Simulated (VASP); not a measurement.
## YAuS2: single point with PBE

Crystal: YAuS2.

```xyz
4
Lattice="4.7520 0.0000 0.0000 0.0000 4.7520 0.0000 0.0000 0.0000 3.3960" Properties=species:S:1:pos:R:3 pbc="T T T"
Y     2.3760    2.3760    1.6980
S     2.3760    0.0000    0.0000
S     0.0000    2.3760    0.0000
Au    0.0000    0.0000    0.0000
```

```json
{
  "Program": "VASP 6.6.1",
  "Task": "single point",
  "Functional": "PBE",
  "Potentials or basis": "VASP PAW PBE potentials, release 64 (Y_sv, S, Au)",
  "Cutoff": "520 eV",
  "k mesh": "4 × 4 × 6",
  "Occupations": "gaussian, width 0.1 eV",
  "Spin": "no spin polarisation",
  "Dipole correction": "no",
  "Further INCAR settings": "ALGO = Normal; EDIFF = 1e-06; NBANDS = 25"
}
```

| Property | Result |
| --- | --- |
| Pressure | 9.0 GPa |
| Band gap on the k mesh | zero (bands 17 and 18 overlap by 2.70 eV) |

Stress tensor (GPa, compression positive):
```
10.41  0.00  0.00
 0.00 10.41  0.00
 0.00  0.00  6.32
```

Levels at points of the mesh, in eV from the Fermi level:
| k point | band 15 | band 16 | band 17 | band 18 | band 19 | band 20 |
| --- | --- | --- | --- | --- | --- | --- |
| (0.00, 0.00, 0.00) | -2.69 | -2.34 | -1.92 | -1.42 | -0.14 | 1.63 |
| (0.50, 0.00, 0.00) | -2.54 | -2.36 | -0.81 | -0.13 | 2.33 | 2.37 |
| (0.50, 0.50, 0.00) | -1.39 | -1.39 | 0.87 | 2.76 | 2.87 | 4.28 |
| (0.00, 0.00, 0.50) | -3.70 | -2.86 | -2.86 | 1.06 | 2.07 | 3.90 |
| (0.50, 0.00, 0.50) | -3.16 | -3.14 | -1.60 | 1.61 | 1.67 | 1.81 |
| (0.50, 0.50, 0.50) | -2.58 | -1.75 | -1.35 | 1.29 | 1.40 | 1.40 |

Wall time 76 s on 1 thread of Intel Xeon 8259CL, on a shared host, peak memory 0.22 GiB.

Caveat: the cell stands under pressure; spin-orbit coupling is left out, which moves the levels of the heavy elements.
